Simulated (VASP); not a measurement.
# V (P3m1) in VASP: single point with PBE

Aim: the single point of V with PBE.

Everything below comes from runs of VASP 6.6.1. Logs are shortened: lines on timing, memory, paths and dates and some standing lists are left out, and cuts for length are marked.

### Step 1. The cell of the first run

The structure is trigonal, space group P3m1 (No. 156). Conventional cell: a = 2.626 Å, b = 2.626 Å, c = 20.875 Å, α = 90.00°, β = 90.00°, γ = 120.00°. Within 3.5 Å of V (site symmetry 3m) lie 12 V at 2.63 to 2.77 Å. Within 3.5 Å of V (site symmetry 3m) lie 12 V at 2.63 to 2.77 Å. V (site symmetry 3m) has 12 V at 2.63 to 2.77 Å within 3.5 Å. Within 3.5 Å of V (site symmetry 3m) lie 12 V at 2.63 to 2.78 Å. Within 3.5 Å of V (site symmetry 3m) lie 12 V at 2.63 to 2.78 Å. V (site symmetry 3m) has 12 V at 2.63 to 2.78 Å within 3.5 Å. Within 3.5 Å of V (site symmetry 3m) lie 12 V at 2.63 to 2.77 Å. Within 3.5 Å of V (site symmetry 3m) lie 12 V at 2.63 to 2.77 Å.

### Step 2. Single point, PBE

Contents of INCAR:

```
PREC     = Accurate       # precision mode
ENCUT    = 520            # plane-wave cutoff, eV
EDIFF    = 1E-6           # SCF threshold, eV
ISMEAR   = 0              # smearing method
SIGMA    = 0.1            # smearing width, eV
LREAL    = F              # projectors in reciprocal space
LASPH    = T              # aspherical terms in the spheres
NELM     = 100            # most SCF steps
ALGO     = Fast           # electronic algorithm
ISIF     = 2              # what is computed and relaxed
LWAVE    = F              # write WAVECAR
LCHARG   = F              # write CHGCAR
GGA      = PE             # functional
NBANDS   = 68             # bands
```

Contents of KPOINTS:

```
regular mesh
0
Gamma
  18 18 3
```

Contents of POSCAR:

```
V
1.0
    2.6262493811      0.0000000000      0.0000000000
   -1.3131246906      2.2743986807      0.0000000000
    0.0000000000      0.0000000000     20.8747892067
V
9
Direct
    0.0000000000      0.0000000000     -0.0000686284
    0.3333333333      0.6666666667      0.1108639337
    0.6666666667      0.3333333333      0.2217617547
    0.0000000000      0.0000000000      0.3329480580
    0.3333333333      0.6666666667      0.4443124524
    0.0000000000      0.0000000000      0.5558374050
    0.3333333333      0.6666666667      0.6671393765
    0.6666666667      0.3333333333      0.7781832080
    0.3333333333      0.6666666667      0.8890224402
```

Potentials or basis: VASP PAW PBE potentials, release 64 (V_sv).

Run with:

```bash
> cat potpaw_PBE.64/V_sv/POTCAR > POTCAR
> mpirun -np 1 vasp_std > vasp.out
```

OUTCAR:

```text
PREC = Accurate
   ENCUT = 520
   EDIFF = 1E-6
   ISMEAR = 0
   LREAL = F
   LASPH = T
   NELM = 100
   ISIF = 2
   GGA = PE

 ion  position               nearest neighbor table
   1  0.000  0.000  1.000-   9 2.77   9 2.77   9 2.77   2 2.77   2 2.77   2 2.77
   2  0.333  0.667  0.111-   3 2.77   3 2.77   3 2.77   1 2.77   1 2.77   1 2.77
   3  0.667  0.333  0.222-   2 2.77   2 2.77   2 2.77   4 2.77   4 2.77   4 2.77
   4  0.000  0.000  0.333-   3 2.77   3 2.77   3 2.77   5 2.78   5 2.78   5 2.78
   5  0.333  0.667  0.444-   4 2.78   4 2.78   4 2.78   6 2.78   6 2.78   6 2.78
   6  0.000  0.000  0.556-   7 2.77   7 2.77   7 2.77   5 2.78   5 2.78   5 2.78
   7  0.333  0.667  0.667-   8 2.77   8 2.77   8 2.77   6 2.77   6 2.77   6 2.77
   8  0.667  0.333  0.778-   9 2.77   9 2.77   9 2.77   7 2.77   7 2.77   7 2.77
   9  0.333  0.667  0.889-   8 2.77   8 2.77   8 2.77   1 2.77   1 2.77   1 2.77

  LATTYP: Found a hexagonal cell.
 ALAT       =     2.6262493811
 C/A-ratio  =     7.9485175159

  Lattice vectors:

 A1 = (   2.6262493811,   0.0000000000,   0.0000000000)
 A2 = (  -1.3131246906,   2.2743986807,   0.0000000000)
 A3 = (   0.0000000000,   0.0000000000,  20.8747892067)

Analysis of symmetry for initial positions (statically):
=====================================================================
 Subroutine PRICEL returns:
 Original cell was already a primitive cell.

 Routine SETGRP: Setting up the symmetry group for a
 hexagonal supercell.

 Subroutine GETGRP returns: Found  6 space group operations
 (whereof  6 operations were pure point group operations)
 out of a pool of 24 trial point group operations.

The static configuration has the point symmetry C_3v.

Analysis of symmetry for dynamics (positions and initial velocities):
=====================================================================
 Subroutine PRICEL returns:
 Original cell was already a primitive cell.

 Routine SETGRP: Setting up the symmetry group for a
 hexagonal supercell.

 Subroutine GETGRP returns: Found  6 space group operations
 (whereof  6 operations were pure point group operations)
 out of a pool of 24 trial point group operations.

The dynamic configuration has the point symmetry C_3v.

 Subroutine INISYM returns: Found  6 space group operations
 (whereof  6 operations are pure point group operations),
 and found     1 'primitive' translations

----------------------------------------------------------------------------------------

                                     Primitive cell

  volume of cell :     124.6880

  direct lattice vectors                    reciprocal lattice vectors
     2.626249381  0.000000000  0.000000000     0.380771151  0.219838327  0.000000000
    -1.313124691  2.274398681  0.000000000     0.000000000  0.439676653  0.000000000
     0.000000000  0.000000000 20.874789207     0.000000000  0.000000000  0.047904675

  length of vectors
     2.626249381  2.626249381 20.874789207     0.439676653  0.439676653  0.047904675

  position of ions in fractional coordinates (direct lattice)
     0.000000000  0.000000000  0.999931372
     0.333333333  0.666666667  0.110863934
     0.666666667  0.333333333  0.221761755
     0.000000000  0.000000000  0.332948058
     0.333333333  0.666666667  0.444312452
     0.000000000  0.000000000  0.555837405
     0.333333333  0.666666667  0.667139377
     0.666666667  0.333333333  0.778183208
     0.333333333  0.666666667  0.889022440

  ion indices of the primitive-cell ions
   primitive index   ion index
                 1           1
                 2           2
                 3           3
                 4           4
                 5           5
                 6           6
                 7           7
                 8           8
                 9           9

----------------------------------------------------------------------------------------

 KPOINTS: regular mesh

Automatic generation of k-mesh.
 Grid dimensions read from file:
 generate k-points for:   18   18    3

 Generating k-lattice:

  Cartesian coordinates                     Fractional coordinates (reciprocal lattice)
     0.021153953  0.012213240  0.000000000     0.055555556  0.000000000  0.000000000
     0.000000000  0.024426481  0.000000000     0.000000000  0.055555556  0.000000000
     0.000000000  0.000000000  0.015968225     0.000000000  0.000000000  0.333333333

  Length of vectors
     0.024426481  0.024426481  0.015968225

  Shift w.r.t. Gamma in fractional coordinates (k-lattice)
     0.000000000  0.000000000  0.000000000

 Subroutine IBZKPT returns following result:
 ===========================================

 Found    101 irreducible k-points:

 Following reciprocal coordinates:
            Coordinates               Weight
  0.000000  0.000000  0.000000      1.000000
  0.055556  0.000000  0.000000      6.000000
  0.111111  0.000000  0.000000      6.000000
  0.166667 -0.000000  0.000000      6.000000
  0.222222  0.000000  0.000000      6.000000
  0.277778  0.000000  0.000000      6.000000
[... 16 lines left out ...]
  0.333333  0.111111  0.000000     12.000000
  0.388889  0.111111  0.000000     12.000000
 [... further k-points ...]
   k-points           NKPTS =    101   k-points in BZ     NKDIM =    101   number of bands    NBANDS=     68
   number of dos      NEDOS =    301   number of ions     NIONS =      9
   total plane-waves  NPLWV =  64000
   dimension x,y,z NGX =    20 NGY =   20 NGZ =  160
   dimension x,y,z NGXF=    40 NGYF=   40 NGZF=  320
   ions per type =               9
   NGX,Y,Z   is equivalent  to a cutoff of  12.66, 12.66, 12.74 a.u.
   NGXF,Y,Z  is equivalent  to a cutoff of  25.32, 25.32, 25.48 a.u.
 SYSTEM =  unknown system
   PREC   = accura    normal or accurate (medium, high low for compatibility)
   ISTART =      0    job   : 0-new  1-cont  2-samecut
   ICHARG =      2    charge: 1-file 2-atom 10-const
   ISPIN  =      1    spin polarized calculation?
   LNONCOLLINEAR =      F non collinear calculations
   LSORBIT =      F    spin-orbit coupling
   LASPH  =      T    aspherical Exc in radial PAW
   ENCUT  =  520.0 eV  38.22 Ry    6.18 a.u.   4.88  4.88 38.81*2*pi/ulx,y,z
   NELM   =    100;   NELMIN=  2; NELMDL= -5     # of ELM steps
   EDIFF  = 0.1E-05   stopping-criterion for ELM
   LREAL  =      F    real-space projection
[... 7 lines left out ...]
   TEBEG  =    0.0;   TEEND  =   0.0 temperature during run
   PSTRESS=    0.0 pullay stress
   NELECT =     117.0000    total number of electrons
   NUPDOWN=      -1.0000    fix difference up-down
   EMIN   =  10.00;   EMAX   =-10.00  energy-range for DOS
   EFERMI =   0.00;   METHOD = LEGACY
   ISMEAR =     0;   SIGMA  =   0.10  broadening in eV -4-tet -1-fermi 0-gaus
   EFERMI_NEDOS =   21; number of points for ismear=-14 and -15
   IALGO  =     68    algorithm
   IMIX   =      4    mixing-type and parameters
     AMIX     =   0.40;   BMIX     =  1.00
     AMIX_MAG =   1.60;   BMIX_MAG =  1.00
  volume/ion in A,a.u.               =      13.85        93.49
  Fermi-wavevector in a.u.,A,eV,Ry     =   1.602736  3.028731 34.950123  2.568762
  Thomas-Fermi vector in A             =   2.699509
   LORBIT       =      0    0 simple, 1 ext, 2 COOP (PROOUT), +10 PAW based schemes
   GGA     = PE    functional components
   LHFCALC =     F    Hartree Fock is set to
   AEXX    =    0.0000 exact exchange contribution
   IVDW    =     0    specifies the selected vdW correction
   LEPSILON=     F    determine dielectric tensor
   LRPA    =     F    only Hartree local field effects (RPA)
 non-spin polarized calculation
 RMM-DIIS sequential band-by-band and
 Gauss-broadening in eV      SIGMA  =   0.10
  energy-cutoff  :      520.00
  volume of cell :      124.69
 maximum number of plane-waves:      3417
   NGX =  9   NGY =  9   NGZ = 77

 number of electron     117.0000009 magnetization

 Free energy of the ion-electron system (eV)
  ---------------------------------------------------
  ext. energy  EPLUGINS =         0.00000000
  ---------------------------------------------------
  free energy    TOTEN  =       -78.79817461 eV

  energy without entropy =      -78.72078794  energy(sigma->0) =      -78.75948127

 E-fermi :   9.6740     XC(G=0): -12.7441

 val. band max:        9.6734414612   @ k =   0.3333   0.1111   0.0000
 cond. band min:       9.6756191409   @ k =   0.2222   0.2222   0.0000
 fundamental gap:      0.0021776798
 Fermi energy:         9.6740164118

 k-point     1 :       0.0000    0.0000    0.0000
  band No.  band energies     occupation
      1     -54.3671      2.00000
      2     -54.3483      2.00000
      3     -54.3374      2.00000
      4     -54.3167      2.00000
      5     -54.2939      2.00000
      6     -54.2606      2.00000
[... 60 lines left out ...]
     67      10.1777      0.00000
     68      10.2279      0.00000

 k-point     2 :       0.0556    0.0000    0.0000
  band No.  band energies     occupation
      1     -54.3621      2.00000
      2     -54.3434      2.00000
      3     -54.3324      2.00000
      4     -54.3121      2.00000
      5     -54.2894      2.00000
      6     -54.2566      2.00000
[... 60 lines left out ...]
     67      10.2123      0.00000
     68      10.2396      0.00000

 k-point     3 :       0.1111    0.0000    0.0000
  band No.  band energies     occupation
      1     -54.3475      2.00000
      2     -54.3292      2.00000
      3     -54.3179      2.00000
      4     -54.2988      2.00000
      5     -54.2764      2.00000
      6     -54.2449      2.00000
[... 1480 lines left out ...]
     67      10.8098      0.00000
     68      11.4320      0.00000

 k-point    24 :       0.3889    0.1111    0.0000
  band No.  band energies     occupation
      1     -54.1946      2.00000
      2     -54.1788      2.00000
      3     -54.1620      2.00000
      4     -54.1522      2.00000
      5     -54.1418      2.00000
      6     -54.1290      2.00000
[... 60 lines left out ...]
     67      10.9606      0.00000
     68      11.5347      0.00000

 [... further k-points ...]
[... 5 lines left out ...]
  --------------------------------------------------------------------------------------
  -------------------------------------------------------------------------------------
  Total        0.1560859      0.1560859      0.1533629     -0.0000000     -0.0000000     -0.0000000
  in kB        2.0056238      2.0056238      1.9706356     -0.0000000     -0.0000000     -0.0000000
  external PRESSURE =       1.9939611 kB  Pullay stress =       0.0000000 kB

 VOLUME and BASIS-vectors are now :
 -----------------------------------------------------------------------------
  energy-cutoff  :      520.00
  volume of cell :      124.69
      direct lattice vectors                 reciprocal lattice vectors
     2.626249381  0.000000000  0.000000000     0.380771151  0.219838327  0.000000000
    -1.313124691  2.274398681  0.000000000     0.000000000  0.439676653  0.000000000
     0.000000000  0.000000000 20.874789207     0.000000000  0.000000000  0.047904675

 POSITION                                       TOTAL-FORCE (eV/Angst)
 -----------------------------------------------------------------------------------
      0.00000      0.00000     20.87336        -0.000000      0.000000     -0.001097
     -0.00000      1.51627      2.31426        -0.000000     -0.000000      0.001742
      1.31312      0.75813      4.62923        -0.000000      0.000000      0.001224
      0.00000      0.00000      6.95022         0.000000      0.000000      0.000337
     -0.00000      1.51627      9.27493         0.000000      0.000000     -0.003776
      0.00000      0.00000     11.60299         0.000000      0.000000      0.004720
     -0.00000      1.51627     13.92639        -0.000000      0.000000     -0.003080
      1.31312      0.75813     16.24441        -0.000000     -0.000000      0.000401
     -0.00000      1.51627     18.55816         0.000000      0.000000     -0.000473
 -----------------------------------------------------------------------------------
    total drift:                                0.000000      0.000000      0.000463

  FREE ENERGIE OF THE ION-ELECTRON SYSTEM (eV)
  ---------------------------------------------------
  free  energy   TOTEN  =       -78.7981746109 eV

  energy  without entropy=      -78.7207879384  energy(sigma->0) =      -78.75948127
```

Run time: 54 min. Hardware: 1 thread of AMD EPYC 7R13, shared host; peak memory 0.64 GiB.

Results:

| Property | Result |
| --- | --- |
| Free energy | -78.7982 eV |
| Pressure | 0.2 GPa |
| Largest force | 0.005 eV/Å |
| Band gap on the k mesh | zero (an odd number of electrons rules out a gap without spin polarisation) |

Forces on the atoms (eV/Å):
```
V    0.000  0.000 -0.001
V    0.000  0.000  0.002
V    0.000  0.000  0.001
V    0.000  0.000  0.000
V    0.000  0.000 -0.004
V    0.000  0.000  0.005
V    0.000  0.000 -0.003
V    0.000  0.000  0.000
V    0.000  0.000  0.000
```
